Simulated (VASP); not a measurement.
Crystal: CoO.

```xyz
2
Lattice="0.0000 2.1745 2.1745 2.1745 0.0000 2.1745 2.1745 2.1745 0.0000" Properties=species:S:1:pos:R:3 pbc="T T T"
Co    0.0000    0.0000    0.0000
O     1.0872    1.0872    1.0872
```

Base run:

```yaml
Program: VASP 6.6.1
Functional: PBEsol
Potentials_or_basis: VASP PAW PBE potentials, release 64 (Co, O)
Cutoff: 520 eV
k_mesh: 16 × 16 × 16
Occupations: gaussian, width 0.1 eV
Spin: collinear spin, ferromagnetic start
Starting_moments: "[0.47, 0.04] μB"
Fixed_moment: 0.5 μB
```

Its results: pressure -6.5 GPa; site moments Co +0.46; O +0.04 μB.

**Question.** The run is repeated on the same cell with these changes: fixed moment from 0.5 μB to 3 μB; moments at the start from [0.47, 0.04] to [2.58, 0.43]. What comes out?

**Answer.** Pressure 13.4 GPa; site moments Co +2.53; O +0.38 μB.

Caveats: the PAW data sets were made with another functional, which shifts forces and pressure a little; the total moment is fixed, so each spin has its own Fermi level; a cell with one magnetic atom can't hold antiferromagnetic order, which such compounds often take; the cell stands under tension (at least some runs); the cell stands under pressure (at least some runs).
